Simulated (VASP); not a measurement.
# Si (P6/mmm) in VASP: elastic constants with PBEsol

Aim: the elastic constants of Si with PBEsol.

All numbers are computed with VASP 6.6.1; they aren't measurements. Logs are shortened: lines on timing, memory, paths and dates and some standing lists are left out, and cuts for length are marked.

## (1) The cell of the first run

It takes space group P6/mmm (No. 191, hexagonal). Conventional cell: a = 2.527 Å, b = 2.527 Å, c = 2.373 Å, α = 90.00°, β = 90.00°, γ = 120.00°. Si (site symmetry 6/mmm) has 8 Si at 2.37 to 2.53 Å within 3.1 Å.

This isn't the form of Si at room conditions, which is diamond.

## (2) Elastic constants, PBEsol

INCAR

```
SYSTEM = Si
PREC = Accurate
ENCUT = 600
EDIFF = 1E-8
ISMEAR = -1
SIGMA = 0.1
LREAL = .False.
LASPH = .True.
NELM = 80
ALGO = Normal
ISIF = 3
LWAVE = .False.
LCHARG = .False.
GGA = PS
IBRION = 6
NFREE = 2
POTIM = 0.015
NSW = 1
```

KPOINTS

```
regular mesh
0
Gamma
  20 20 18
  0 0 0
```

POSCAR

```
Si
1.0
    2.5270000000      0.0000000000      0.0000000000
   -1.2635000000      2.1884462000      0.0000000000
    0.0000000000      0.0000000000      2.3730000000
Si
1
Direct
    0.0000000000      0.0000000000      0.0000000000
```

Potentials or basis: VASP PAW PBE potentials, release 64 (Si).

Command:

```
$ cat potpaw_PBE.64/Si/POTCAR > POTCAR
$ mpirun -np 1 vasp_std > vasp.out
```

OUTCAR:

```text
SYSTEM = Si
   PREC = Accurate
   ENCUT = 600
   EDIFF = 1E-8
   ISMEAR = -1
   LREAL = .False.
   LASPH = .True.
   NELM = 80
   ISIF = 3
   GGA = PS
   IBRION = 6
   NFREE = 2
   POTIM = 0.015
   NSW = 1

 ion  position               nearest neighbor table
   1  0.000  0.000  0.000-

  LATTYP: Found a hexagonal cell.
 ALAT       =     2.5270000000
 C/A-ratio  =     0.9390581717

  Lattice vectors:

 A1 = (   2.5270000000,   0.0000000000,   0.0000000000)
 A2 = (  -1.2635000000,   2.1884462000,   0.0000000000)
 A3 = (   0.0000000000,   0.0000000000,   2.3730000000)

Analysis of symmetry for initial positions (statically):
=====================================================================
 Subroutine PRICEL returns:
 Original cell was already a primitive cell.

 Routine SETGRP: Setting up the symmetry group for a
 hexagonal supercell.

 Subroutine GETGRP returns: Found 24 space group operations
 (whereof 24 operations were pure point group operations)
 out of a pool of 24 trial point group operations.

The static configuration has the point symmetry D_6h.

Analysis of symmetry for dynamics (positions and initial velocities):
=====================================================================
 Subroutine PRICEL returns:
 Original cell was already a primitive cell.

 Routine SETGRP: Setting up the symmetry group for a
 hexagonal supercell.

 Subroutine GETGRP returns: Found 24 space group operations
 (whereof 24 operations were pure point group operations)
 out of a pool of 24 trial point group operations.

The dynamic configuration has the point symmetry D_6h.

 Subroutine INISYM returns: Found 24 space group operations
 (whereof 24 operations are pure point group operations),
 and found     1 'primitive' translations

----------------------------------------------------------------------------------------

                                     Primitive cell

  volume of cell :      13.1232

  direct lattice vectors                    reciprocal lattice vectors
     2.527000000  0.000000000  0.000000000     0.395726157  0.228472603  0.000000000
    -1.263500000  2.188446200  0.000000000     0.000000000  0.456945206  0.000000000
     0.000000000  0.000000000  2.373000000     0.000000000  0.000000000  0.421407501

  length of vectors
     2.527000000  2.527000004  2.373000000     0.456945207  0.456945206  0.421407501

  position of ions in fractional coordinates (direct lattice)
     0.000000000  0.000000000  0.000000000

  ion indices of the primitive-cell ions
   primitive index   ion index
                 1           1

----------------------------------------------------------------------------------------

 KPOINTS: regular mesh

Automatic generation of k-mesh.
 Grid dimensions read from file:
 generate k-points for:   20   20   18

 Generating k-lattice:

  Cartesian coordinates                     Fractional coordinates (reciprocal lattice)
     0.019786308  0.011423630  0.000000000     0.050000000  0.000000000  0.000000000
     0.000000000  0.022847260  0.000000000     0.000000000  0.050000000  0.000000000
     0.000000000  0.000000000  0.023411528     0.000000000  0.000000000  0.055555556

[... 91 lines left out ...]
 maximum number of plane-waves:       450
   NGX = 11   NGY = 11   NGZ =  9

--------------------------------------- Ionic step        1  -------------------------------------------

 number of electron       4.0000000 magnetization

 Free energy of the ion-electron system (eV)
  ---------------------------------------------------
  ext. energy  EPLUGINS =         0.00000000
  ---------------------------------------------------
  free energy    TOTEN  =        -5.47409837 eV

  energy without entropy =       -5.46349097  energy(sigma->0) =       -5.46879467

------------------------ aborting loop because EDIFF is reached ----------------------------------------

  FORCE on cell =-STRESS in cart. coord.  units (eV):
  Direction    XX          YY          ZZ          XY          YZ          ZX
  --------------------------------------------------------------------------------------
  -------------------------------------------------------------------------------------
  Total        1.4273624      1.4273624      1.5788349      0.0000000      0.0000000      0.0000000
  in kB      174.2633228    174.2633236    192.7562373      0.0000000      0.0000000      0.0000000
  external PRESSURE =     180.4276279 kB  Pullay stress =       0.0000000 kB
[... 86 lines left out ...]
  FREE ENERGIE OF THE ION-ELECTRON SYSTEM (eV)
  ---------------------------------------------------
  free  energy   TOTEN  =        -5.4496446004 eV

  energy  without entropy=       -5.4390173002  energy(sigma->0) =       -5.44433095

[... ionic steps 4 to 14 ...]

--------------------------------------- Ionic step       15  -------------------------------------------

 number of electron       4.0000000 magnetization

------------------------ aborting loop because EDIFF is reached ----------------------------------------
[... 65 lines left out ...]
--------------------------------------- Ionic step       17  -------------------------------------------

 number of electron       4.0000000 magnetization

 Free energy of the ion-electron system (eV)
  ---------------------------------------------------
  ext. energy  EPLUGINS =         0.00000000
  ---------------------------------------------------
  free energy    TOTEN  =        -5.47409813 eV

  energy without entropy =       -5.46349075  energy(sigma->0) =       -5.46879444

 E-fermi :  11.1700     XC(G=0): -11.5844

 val. band max:       11.1124570063   @ k =   0.2500   0.1000   0.2222
 cond. band min:      11.1833314708   @ k =   0.2500   0.2000   0.1667
 fundamental gap:      0.0708744645
 Fermi energy:        11.1700343719

 k-point     1 :       0.0000    0.0000    0.0000
  band No.  band energies     occupation
      1      -4.0222      2.00000
      2      18.7801      0.00000
      3      20.0323      0.00000
      4      22.7312      0.00000
      5      22.7312      0.00000
      6      23.8476      0.00000
[... 199 lines left out ...]
 k-point    24 :       0.2500    0.1000    0.0000
  band No.  band energies     occupation
      1      -1.0938      2.00000
      2      10.4082      1.99902
      3      14.5218      0.00000
      4      21.6712      0.00000
      5      22.4779      0.00000
      6      26.3043      0.00000

 [... further k-points ...]

------------------------ aborting loop because EDIFF is reached ----------------------------------------

  FORCE on cell =-STRESS in cart. coord.  units (eV):
  Direction    XX          YY          ZZ          XY          YZ          ZX
  --------------------------------------------------------------------------------------
  -------------------------------------------------------------------------------------
  Total        1.4273798      1.4273799      1.5788501      0.0000000      0.0000000      0.0000000
  in kB      174.2654484    174.2654492    192.7580981      0.0000000      0.0000000      0.0000000
  external PRESSURE =     180.4296653 kB  Pullay stress =       0.0000000 kB
[... 16 lines left out ...]
  FREE ENERGIE OF THE ION-ELECTRON SYSTEM (eV)
  ---------------------------------------------------
  free  energy   TOTEN  =        -5.4740981331 eV

  energy  without entropy=       -5.4634907528  energy(sigma->0) =       -5.46879444

 INTERNAL STRAIN TENSORS FROM STRAINED CELLS
 ============================================

 INTERNAL STRAIN TENSOR FOR ION    1 for displacements in x,y,z  (eV/Angst):
          X           Y           Z          XY          YZ          ZX
  --------------------------------------------------------------------------------
  x     0.00000    -0.00000     0.00000     0.00000    -0.00000     0.00000
  y     0.00000     0.00000     0.00000     0.00000     0.00000     0.00000
  z     0.00000     0.00000     0.00000     0.00000     0.00000     0.00000

 INTERNAL STRAIN TENSORS FROM DISPLACED ATOMS
 ============================================

 INTERNAL STRAIN TENSOR FOR ION    1 for displacements in x,y,z  (eV/Angst):
          X           Y           Z          XY          YZ          ZX
  --------------------------------------------------------------------------------
  x     0.00000     0.00000     0.00000     0.00000     0.00000     0.00000
  y     0.00000     0.00000     0.00000     0.00000     0.00000     0.00000
  z     0.00000     0.00000     0.00000     0.00000     0.00000     0.00000

 Eigenvectors and eigenvalues of the dynamical matrix
 ----------------------------------------------------

   1 f  =    0.000000 THz     0.000000 2PiTHz    0.000000 cm-1     0.000000 meV
             X         Y         Z           dx          dy          dz
      0.000000  0.000000  0.000000     0.000000    0.000000    1.000000

   2 f  =    0.000000 THz     0.000000 2PiTHz    0.000000 cm-1     0.000000 meV
             X         Y         Z           dx          dy          dz
      0.000000  0.000000  0.000000     0.000000   -1.000000    0.000000

   3 f  =    0.000000 THz     0.000000 2PiTHz    0.000000 cm-1     0.000000 meV
             X         Y         Z           dx          dy          dz
      0.000000  0.000000  0.000000    -1.000000   -0.000000    0.000000

--------------------------------------------------------------------------------------------------------

 ELASTIC MODULI CONTR FROM IONIC RELAXATION (kBar)
 Direction    XX          YY          ZZ          XY          YZ          ZX
 --------------------------------------------------------------------------------
 XX           0.0000      0.0000      0.0000      0.0000      0.0000      0.0000
 YY           0.0000      0.0000      0.0000      0.0000      0.0000      0.0000
 ZZ           0.0000      0.0000      0.0000      0.0000      0.0000      0.0000
 XY           0.0000      0.0000      0.0000      0.0000      0.0000      0.0000
 YZ           0.0000      0.0000      0.0000      0.0000      0.0000      0.0000
 ZX           0.0000      0.0000      0.0000      0.0000      0.0000      0.0000
 --------------------------------------------------------------------------------

 TOTAL ELASTIC MODULI (kBar)
 Direction    XX          YY          ZZ          XY          YZ          ZX
 --------------------------------------------------------------------------------
 XX        3035.9077   1224.2464    613.4998      0.0000     -0.0000      0.0000
 YY        1224.2464   3035.9078    613.4998     -0.0000     -0.0000      0.0000
 ZZ         613.4998    613.4998   4634.0522      0.0000     -0.0000      0.0000
 XY           0.0000     -0.0000      0.0000    905.8307     -0.0000      0.0000
 YZ          -0.0000     -0.0000     -0.0000      0.0000    828.4483      0.0000
 ZX           0.0000      0.0000      0.0000      0.0000      0.0000    828.4483
 --------------------------------------------------------------------------------
```

It took 15 min on 1 thread of Oxide Virtual Turin-like, shared host; peak memory 0.37 GiB.

Results:

```yaml
Voigt_bulk_modulus: 173 GPa
```

Elastic tensor in Voigt notation (GPa, in the Cartesian axes of the cell as first typed):
```
304 122  61   0   0   0
122 304  61   0   0   0
 61  61 463   0   0   0
  0   0   0  83   0   0
  0   0   0   0  83   0
  0   0   0   0   0  91
```

Clamped-ion elastic tensor (GPa):
```
304 122  61   0   0   0
122 304  61   0   0   0
 61  61 463   0   0   0
  0   0   0  83   0   0
  0   0   0   0  83   0
  0   0   0   0   0  91
```

Caveat: the cell is under stress, which shifts elastic constants; the PAW data sets were made with another functional, which shifts forces and pressure a little.
